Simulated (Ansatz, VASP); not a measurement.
Two plane-wave programs on W3Cl

INCAR

```
SYSTEM = W3Cl
ALGO = Normal
EDIFF = 1E-6
EDIFFG = -0.08
ENCUT = 600
GGA = PE
IBRION = 2
ISIF = 3
ISMEAR = 0
LASPH = .True.
LCHARG = .False.
LREAL = .False.
LWAVE = .False.
NELM = 80
NSW = 36
PREC = Accurate
SIGMA = 0.2
```

KPOINTS

```
k-points
0
Gamma
  6 6 1
  0 0 0
```

The input POSCAR:

```
W3Cl
1.0
    3.2033682700      0.0000000000      0.0000000000
   -1.6016841400      2.7741983000      0.0000000000
    0.0000000000      0.0000000000     15.4131266500
W Cl
6 2
Direct
    0.3333333300      0.6666666700      0.0888872600
    0.6666666700      0.3333333300      0.5888872600
    0.3333333300      0.6666666700      0.4111127400
    0.6666666700      0.3333333300      0.9111127400
    0.3333333300      0.6666666700      0.7500000000
    0.6666666700      0.3333333300      0.2500000000
    0.0000000000      0.0000000000      0.0000000000
    0.0000000000      0.0000000000      0.5000000000
```

Input for Ansatz:

```yaml
crystal:
  lattice:
    - [3.20336827, 0.0, 0.0]
    - [-1.60168414, 2.7741983, 0.0]
    - [0.0, 0.0, 15.41312665]
  atoms:
    - { symbol: W, position: [0.33333333, 0.66666667, 0.08888726] }
    - { symbol: W, position: [0.66666667, 0.33333333, 0.58888726] }
    - { symbol: W, position: [0.33333333, 0.66666667, 0.41111274] }
    - { symbol: W, position: [0.66666667, 0.33333333, 0.91111274] }
    - { symbol: W, position: [0.33333333, 0.66666667, 0.75] }
    - { symbol: W, position: [0.66666667, 0.33333333, 0.25] }
    - { symbol: Cl, position: [0.0, 0.0, 0.0] }
    - { symbol: Cl, position: [0.0, 0.0, 0.5] }
basis:
  ecutwfc: 420
kpoints:
  mp_grid: { grid: [6, 6, 1] }
hamiltonian:
  xc: pbe
scf:
  occupations: { method: gaussian, width: 0.2 }
  lower_state_search: "off"
output:
  forces: true
  stress: true
  eigenvalues: true
relax:
  adjacent_minimum: "off"
  f_tol: 0.08
  max_steps: 16
  cell: { stress_tol: 0.8 }
```

Change from the starting cell: species swapped into the Co3H type (P6_3/mmc, No. 194).

Alike in both runs: task relaxation of cell and atoms; functional PBE; k mesh 6 × 6 × 1; occupations gaussian, width 0.2 eV; no spin polarisation.

|  | VASP | Ansatz |
| --- | --- | --- |
| version | VASP 6.6.1 | Ansatz 0.2.0 |
| potentials or method | VASP PAW PBE potentials, release 64 (W_sv, Cl), cutoff 600 eV | scalar-relativistic, plane waves, PAW |
| valence electrons in the cell | 98 | 98 |

|  | VASP | Ansatz | Ansatz less VASP |
| --- | --- | --- | --- |
| gap on the k mesh at the Fermi level, each at its own relaxed structure (eV) | none | none | - |
| relaxed volume (Å³/atom) | 16.08 | 15.99 | -0.087 |
| relaxed length of the cell vector where the two differ most in proportion (Å) | 18.279 | 18.217 | -0.0618 |

A gap of «none» marks a metal or a gap that the smearing closes.

The k mesh is coarse, so the values compare programs but aren't converged. Neither program's run includes spin-orbit coupling.
